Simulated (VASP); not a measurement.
# Ni in VASP: a series of runs

Ni is run at these levels: PBE; tasks: single point.

Everything below comes from runs of VASP 6.6.1. Logs are shortened: lines on timing, memory, paths and dates and some standing lists are left out, and cuts for length are marked.

### Step 1. The cell of the first run

The typed cell holds 4 atoms: a = 2.483 Å, b = 2.483 Å, c = 7.056 Å, α = 90.00°, β = 90.00°, γ = 89.93°.

### Step 2. Single point, PBE, collinear spin, ferromagnetic start

Contents of INCAR:

```
  ALGO = Normal
  EDIFF = 1E-6
  ENCUT = 520
  GGA = PE
  ISIF = 2
  ISMEAR = 0
  ISPIN = 2
  LASPH = True
  LCHARG = False
  LMAXMIX = 4
  LORBIT = 11
  LREAL = False
  LWAVE = False
  MAGMOM = 0.75 0.75 0.75 0.75
  NBANDS = 32
  NELM = 150
  PREC = Accurate
  SIGMA = 0.1
```

Contents of KPOINTS:

```
k-points
0
Gamma
  6 6 4
```

Contents of POSCAR:

```
Ni
1.0
    1.7507068813     -1.7549535782      0.1479504954
    1.7507068813      1.7549535782      0.1479504954
   -0.5941714323      0.0000000000      7.0307733412
Ni
4
Direct
    0.7500073450      0.7499934583      0.1249955918
    0.2500065417      0.2499926550      0.3750044082
    0.2499926550      0.2500065417      0.8750044082
    0.7499934583      0.7500073450      0.6249955918
```

Potentials or basis: VASP PAW PBE potentials, release 64 (Ni).

Started as:

```bash
cat potpaw_PBE.64/Ni/POTCAR > POTCAR
mpirun -np 1 vasp_std > vasp.out
```

OUTCAR:

```text
EDIFF = 1E-6
   ENCUT = 520
   GGA = PE
   ISIF = 2
   ISMEAR = 0
   ISPIN = 2
   LASPH = True
   LORBIT = 11
   LREAL = False
   NELM = 150
   PREC = Accurate

 ion  position               nearest neighbor table
   1  0.750  0.750  0.125-   3 2.49   3 2.49   2 2.49   2 2.49   3 2.49   3 2.49   2 2.49   2 2.49

   2  0.250  0.250  0.375-   4 2.49   4 2.49   1 2.49   1 2.49   4 2.49   4 2.49   1 2.49   1 2.49

   3  0.250  0.250  0.875-   1 2.49   1 2.49   4 2.49   4 2.49   1 2.49   1 2.49   4 2.49   4 2.49

   4  0.750  0.750  0.625-   2 2.49   2 2.49   3 2.49   3 2.49   2 2.49   2 2.49   3 2.49   3 2.49

  LATTYP: Found a base centered orthorhombic cell.
 ALAT       =     3.5099071564
 B/A-ratio  =     1.0011360731
 C/A-ratio  =     2.0102626950

  Lattice vectors:

 A1 = (  -1.7507068813,  -1.7549535782,  -0.1479504954)
 A2 = (   1.7507068813,  -1.7549535782,   0.1479504954)
 A3 = (  -0.5941714323,   0.0000000000,   7.0307733412)

Analysis of symmetry for initial positions (statically):
=====================================================================
 Subroutine PRICEL returns:
 Original cell was already a primitive cell.

 Routine SETGRP: Setting up the symmetry group for a
 base centered orthorhombic supercell.

 Subroutine GETGRP returns: Found  8 space group operations
 (whereof  2 operations were pure point group operations)
 out of a pool of  8 trial point group operations.

The static configuration has the point symmetry S_2 .
 The point group associated with its full space group is D_2h.

Analysis of symmetry for dynamics (positions and initial velocities):
=====================================================================
 Subroutine PRICEL returns:
 Original cell was already a primitive cell.

 Routine SETGRP: Setting up the symmetry group for a
 base centered orthorhombic supercell.

 Subroutine GETGRP returns: Found  8 space group operations
 (whereof  2 operations were pure point group operations)
 out of a pool of  8 trial point group operations.

The dynamic configuration has the point symmetry S_2 .
 The point group associated with its full space group is D_2h.

Analysis of structural, dynamic, and magnetic symmetry:
=====================================================================
 Subroutine PRICEL returns:
 Original cell was already a primitive cell.

 Routine SETGRP: Setting up the symmetry group for a
 base centered orthorhombic supercell.

 Subroutine GETGRP returns: Found  8 space group operations
 (whereof  2 operations were pure point group operations)
 out of a pool of  8 trial point group operations.

The overall configuration has the point symmetry S_2 .
 The point group associated with its full space group is D_2h.

 Subroutine INISYM returns: Found  8 space group operations
 (whereof  2 operations are pure point group operations),
 and found     1 'primitive' translations

----------------------------------------------------------------------------------------

                                     Primitive cell

  volume of cell :      43.5114

  direct lattice vectors                    reciprocal lattice vectors
     1.750706881 -1.754953578  0.147950495     0.283573678 -0.284907821  0.023964843
     1.750706881  1.754953578  0.147950495     0.283573678  0.284907821  0.023964843
    -0.594171432  0.000000000  7.030773341    -0.011934638  0.000000000  0.141223267

  length of vectors
     2.483289350  2.483289350  7.055835419     0.402691956  0.402691956  0.141726662

  position of ions in fractional coordinates (direct lattice)
     0.750007345  0.749993458  0.124995592
     0.250006542  0.249992655  0.375004408
     0.249992655  0.250006542  0.875004408
     0.749993458  0.750007345  0.624995592

  ion indices of the primitive-cell ions
   primitive index   ion index
                 1           1
                 2           2
                 3           3
                 4           4

----------------------------------------------------------------------------------------

 KPOINTS: k-points

Automatic generation of k-mesh.
 Grid dimensions read from file:
 generate k-points for:    6    6    4

 Generating k-lattice:

  Cartesian coordinates                     Fractional coordinates (reciprocal lattice)
     0.047262280 -0.047484637  0.003994140     0.166666667 -0.000000000  0.000000000
     0.047262280  0.047484637  0.003994140    -0.000000000  0.166666667  0.000000000
    -0.002983659  0.000000000  0.035305817     0.000000000  0.000000000  0.250000000

  Length of vectors
     0.067115326  0.067115326  0.035431665

  Shift w.r.t. Gamma in fractional coordinates (k-lattice)
     0.000000000  0.000000000  0.000000000

 Subroutine IBZKPT returns following result:
 ===========================================

 Found     39 irreducible k-points:

 Following reciprocal coordinates:
            Coordinates               Weight
  0.000000  0.000000  0.000000      1.000000
  0.166667  0.000000 -0.000000      4.000000
  0.333333  0.000000 -0.000000      4.000000
  0.500000  0.000000 -0.000000      2.000000
  0.166667  0.166667 -0.000000      2.000000
  0.333333  0.166667  0.000000      4.000000
[... 16 lines left out ...]
  0.333333  0.333333  0.250000      4.000000
  0.500000  0.333333  0.250000      8.000000
 [... further k-points ...]
   k-points           NKPTS =     39   k-points in BZ     NKDIM =     39   number of bands    NBANDS=     32
   number of dos      NEDOS =    301   number of ions     NIONS =      4
   total plane-waves  NPLWV =  17496
   dimension x,y,z NGX =    18 NGY =   18 NGZ =   54
   dimension x,y,z NGXF=    36 NGYF=   36 NGZF=  108
   ions per type =               4
   NGX,Y,Z   is equivalent  to a cutoff of  12.05, 12.05, 12.72 a.u.
   NGXF,Y,Z  is equivalent  to a cutoff of  24.10, 24.10, 25.45 a.u.
 SYSTEM =  unknown system
   PREC   = accura    normal or accurate (medium, high low for compatibility)
   ISTART =      0    job   : 0-new  1-cont  2-samecut
   ICHARG =      2    charge: 1-file 2-atom 10-const
   ISPIN  =      2    spin polarized calculation?
   LNONCOLLINEAR =      F non collinear calculations
   LSORBIT =      F    spin-orbit coupling
   LASPH  =      T    aspherical Exc in radial PAW
   ENCUT  =  520.0 eV  38.22 Ry    6.18 a.u.   4.62  4.62 13.12*2*pi/ulx,y,z
   NELM   =    150;   NELMIN=  2; NELMDL= -5     # of ELM steps
   EDIFF  = 0.1E-05   stopping-criterion for ELM
   LREAL  =      F    real-space projection
   EDIFFG = 0.1E-04   stopping-criterion for IOM
   NSW    =      0    number of steps for IOM
   IBRION =     -1    ionic relax: 0-MD 1-quasi-New 2-CG
   NFREE  =      0    steps in history (QN), initial steepest desc. (CG)
   ISIF   =      2    stress and relaxation
   ISYM   =      2    0-nonsym 1-usesym 2-fastsym
   POTIM  = 0.5000    time-step for ionic-motion
   TEBEG  =    0.0;   TEEND  =   0.0 temperature during run
   PSTRESS=    0.0 pullay stress
   NELECT =      40.0000    total number of electrons
   NUPDOWN=      -1.0000    fix difference up-down
   EMIN   =  10.00;   EMAX   =-10.00  energy-range for DOS
   EFERMI =   0.00;   METHOD = LEGACY
   ISMEAR =     0;   SIGMA  =   0.10  broadening in eV -4-tet -1-fermi 0-gaus
   EFERMI_NEDOS =   21; number of points for ismear=-14 and -15
   IALGO  =     38    algorithm
   IMIX   =      4    mixing-type and parameters
     AMIX     =   0.40;   BMIX     =  1.00
     AMIX_MAG =   1.60;   BMIX_MAG =  1.00
  volume/ion in A,a.u.               =      10.88        73.41
  Fermi-wavevector in a.u.,A,eV,Ry     =   1.591820  3.008103 34.475668  2.533890
  Thomas-Fermi vector in A             =   2.690301
   LORBIT       =     11    0 simple, 1 ext, 2 COOP (PROOUT), +10 PAW based schemes
   GGA     = PE    functional components
   LHFCALC =     F    Hartree Fock is set to
   AEXX    =    0.0000 exact exchange contribution
   IVDW    =     0    specifies the selected vdW correction
   LEPSILON=     F    determine dielectric tensor
   LRPA    =     F    only Hartree local field effects (RPA)
 spin polarized calculation
 Gauss-broadening in eV      SIGMA  =   0.10
  energy-cutoff  :      520.00
  volume of cell :       43.51
 maximum number of plane-waves:      1194
   NGX =  9   NGY =  9   NGZ = 27

 number of electron      40.0000083 magnetization       2.5810722

 Free energy of the ion-electron system (eV)
  ---------------------------------------------------
  ext. energy  EPLUGINS =         0.00000000
  ---------------------------------------------------
  free energy    TOTEN  =       -21.93587139 eV

  energy without entropy =      -21.90803833  energy(sigma->0) =      -21.92195486

 E-fermi :   9.3249     XC(G=0): -13.2593

 val. band max:        9.3196719198   @ k =   0.5000   0.5000   0.2500
 cond. band min:       9.3307203129   @ k =   0.5000   0.1667   0.2500
 fundamental gap:      0.0110483931
 Fermi energy:         9.3249295978

 spin component 1

 k-point     1 :       0.0000    0.0000    0.0000
  band No.  band energies     occupation
      1       0.3671      1.00000
      2       3.2402      1.00000
      3       3.2404      1.00000
      4       4.7165      1.00000
      5       5.1998      1.00000
      6       6.0349      1.00000
[... 24 lines left out ...]
     31      28.6828      0.00000
     32      29.1830      0.00000

 k-point     2 :       0.1667    0.0000   -0.0000
  band No.  band energies     occupation
      1       1.0823      1.00000
      2       3.7511      1.00000
      3       3.7513      1.00000
      4       5.0628      1.00000
      5       5.4319      1.00000
      6       6.1683      1.00000
[... 24 lines left out ...]
     31      29.5167      0.00000
     32      29.8940      0.00000
[... 733 lines left out ...]
     31      23.5230      0.00000
     32      24.8790      0.00000

 k-point    24 :       0.5000    0.3333    0.2500
  band No.  band energies     occupation
      1       5.0051      1.00000
      2       5.0064      1.00000
      3       5.4172      1.00000
      4       5.4181      1.00000
      5       5.5509      1.00000
      6       5.5512      1.00000
[... 24 lines left out ...]
     31      22.2075      0.00000
     32      22.2422      0.00000

 [... further k-points ...]

 spin component 2

 k-point     1 :       0.0000    0.0000    0.0000
  band No.  band energies     occupation
      1       0.3314      1.00000
      2       3.2372      1.00000
      3       3.2373      1.00000
      4       5.0457      1.00000
      5       5.7691      1.00000
      6       6.6616      1.00000
[... 24 lines left out ...]
     31      28.7679      0.00000
     32      29.3610      0.00000

 k-point     2 :       0.1667    0.0000   -0.0000
  band No.  band energies     occupation
      1       1.0482      1.00000
      2       3.7851      1.00000
      3       3.7853      1.00000
      4       5.4148      1.00000
      5       5.9872      1.00000
      6       6.7722      1.00000
[... 24 lines left out ...]
     31      29.6056      0.00000
     32      29.8782      0.00000
[... 733 lines left out ...]
     31      23.6028      0.00000
     32      24.9489      0.00000

 k-point    24 :       0.5000    0.3333    0.2500
  band No.  band energies     occupation
      1       5.3641      1.00000
      2       5.3657      1.00000
      3       6.0219      1.00000
      4       6.0229      1.00000
      5       6.0748      1.00000
      6       6.0759      1.00000
[... 24 lines left out ...]
     31      22.3419      0.00000
     32      22.3761      0.00000

 [... further k-points ...]

------------------------ aborting loop because EDIFF is reached ----------------------------------------

  FORCE on cell =-STRESS in cart. coord.  units (eV):
  Direction    XX          YY          ZZ          XY          YZ          ZX
  --------------------------------------------------------------------------------------
  -------------------------------------------------------------------------------------
  Total       -0.0478998     -0.0080890     -0.0813242      0.0000000      0.0000000      0.0028451
  in kB       -1.7637680     -0.2978534     -2.9945229      0.0000000      0.0000000      0.1047614
  external PRESSURE =      -1.6853814 kB  Pullay stress =       0.0000000 kB

 VOLUME and BASIS-vectors are now :
 -----------------------------------------------------------------------------
  energy-cutoff  :      520.00
  volume of cell :       43.51
      direct lattice vectors                 reciprocal lattice vectors
     1.750706881 -1.754953578  0.147950495     0.283573678 -0.284907821  0.023964843
     1.750706881  1.754953578  0.147950495     0.283573678  0.284907821  0.023964843
    -0.594171432  0.000000000  7.030773341    -0.011934638  0.000000000  0.141223267

 POSITION                                       TOTAL-FORCE (eV/Angst)
 -----------------------------------------------------------------------------------
      2.55179     -0.00002      1.10074        -0.000045      0.000120      0.000531
      0.65254     -0.00002      2.71055         0.000045      0.000120     -0.000531
      0.35545      0.00002      6.22593         0.000045     -0.000120     -0.000531
      2.25471      0.00002      4.61613        -0.000045     -0.000120      0.000531
 -----------------------------------------------------------------------------------
    total drift:                               -0.000033     -0.000000     -0.000206

  FREE ENERGIE OF THE ION-ELECTRON SYSTEM (eV)
  ---------------------------------------------------
  free  energy   TOTEN  =       -21.9358713868 eV

  energy  without entropy=      -21.9080383279  energy(sigma->0) =      -21.92195486

 total charge

# of ion       s       p       d       tot
------------------------------------------
    1        0.499   0.502   8.308   9.308
    2        0.499   0.502   8.308   9.308
    3        0.499   0.502   8.308   9.308
    4        0.499   0.502   8.308   9.308
--------------------------------------------------
tot          1.994   2.007  33.232  37.233

 magnetization (x)

# of ion       s       p       d       tot
------------------------------------------
    1       -0.007  -0.026   0.690   0.658
    2       -0.007  -0.026   0.690   0.658
    3       -0.007  -0.026   0.690   0.658
    4       -0.007  -0.026   0.690   0.658
--------------------------------------------------
tot         -0.027  -0.102   2.760   2.631
```

Run time: 2.4 min. Hardware: 1 thread of Intel Xeon 8259CL, shared host; peak memory 0.2 GiB.

What came out:

- Free energy: -21.9359 eV
- Pressure: -0.2 GPa
- Net moment: 2.58 μB per cell
- Site moments: Ni +0.66 μB
- Valence electrons inside the program's atomic spheres: Ni 9.31

Levels at points of the mesh, in eV from the Fermi level:
Spin up:
```tsv
k point	band 17	band 18	band 19	band 20	band 21	band 22	band 23	band 24	band 25	band 26
(0.00, 0.00, 0.00)	-1.24	-1.24	-0.90	-0.90	-0.55	-0.49	-0.48	2.42	9.19	14.95
(0.50, 0.00, 0.00)	-0.61	-0.61	-0.56	-0.56	-0.24	-0.24	1.03	1.03	5.70	5.70
(0.50, 0.50, 0.00)	-0.40	-0.40	-0.40	-0.40	2.53	2.55	7.77	7.77	7.79	7.79
(0.00, 0.00, 0.50)	-0.85	-0.85	-0.85	-0.85	-0.65	-0.65	-0.25	-0.25	13.36	13.36
(0.50, 0.00, 0.50)	-0.88	-0.88	-0.88	-0.88	0.78	0.78	0.78	0.78	7.54	7.54
(0.50, 0.50, 0.50)	-0.40	-0.40	-0.40	-0.40	4.38	4.38	4.40	4.40	9.49	9.49
```
Spin down:
```csv
k point,band 16,band 17,band 18,band 19,band 20,band 21,band 22,band 23,band 24,band 25
"(0.00, 0.00, 0.00)",-0.74,-0.67,-0.59,-0.24,-0.24,0.13,0.44,0.44,2.39,9.42
"(0.50, 0.00, 0.00)",-0.52,-0.30,-0.30,0.18,0.18,0.21,0.21,1.57,1.57,6.13
"(0.50, 0.50, 0.00)",0.41,0.41,0.41,0.43,0.44,2.48,2.51,7.95,7.95,7.97
"(0.00, 0.00, 0.50)",-0.49,-0.08,-0.08,0.02,0.02,0.05,0.05,0.05,0.05,13.48
"(0.50, 0.00, 0.50)",-1.48,-0.07,-0.07,-0.07,-0.07,1.26,1.26,1.26,1.26,7.85
"(0.50, 0.50, 0.50)",-0.26,0.41,0.41,0.41,0.41,4.55,4.55,4.57,4.57,9.73
```

Caveat: the k points lie up to 0.42 Å⁻¹ apart.

(Part 1 of 2 ends here.)
